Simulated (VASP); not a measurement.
HfN:

```
CELL_PARAMETERS angstrom
3.20308 0.00000 0.00000
0.00000 3.20308 0.00000
0.00000 0.00000 3.20308
ATOMIC_POSITIONS crystal
Hf 0.00000 0.00000 0.00000
N 0.50000 0.50000 0.50000
```

* Program: VASP 6.6.1
* Task: relaxation of cell and atoms
* Functional: PBE
* Potentials or basis: VASP PAW PBE potentials, release 64 (Hf_pv, N)
* Cutoff: 600 eV
* k mesh: 6 × 6 × 6
* Occupations: gaussian, width 0.1 eV
* Spin: no spin polarisation

At the start: pressure -39.4 GPa; volume 16.43 Å³/atom.

Q: How do energy, volume and symmetry change on relaxing?

A: Over 7 steps the energy falls by 917.1 meV/atom and the volume is 11.18 Å³/atom (-32.0 %); space group Pm-3m (No. 221, to 0.05 Å).

The path:
```csv
step,energy change (eV),largest force (eV/Å),pressure (GPa),volume (Å³)
1,0.0000,0.0000,-39.39,32.86
2,-0.4108,0.0000,111.08,17.15
3,-1.8298,0.0000,-3.76,22.73
4,-1.8338,0.0000,-1.19,22.46
5,-1.8340,0.0000,0.74,22.28
6,-1.8340,0.0000,-0.86,22.44
7,-1.8342,0.0000,-0.01,22.35
```

Final structure:
```
Hf N
1.0
     2.81697    0.00000    0.00000
     0.00000    2.81697    0.00000
     0.00000    0.00000    2.81697
Hf N
1 1
Cartesian
  0.0000 0.0000 0.0000
  1.4085 1.4085 1.4085
```

Caveat: the volume moved by over 15 % at a fixed basis, so the end points are rough.
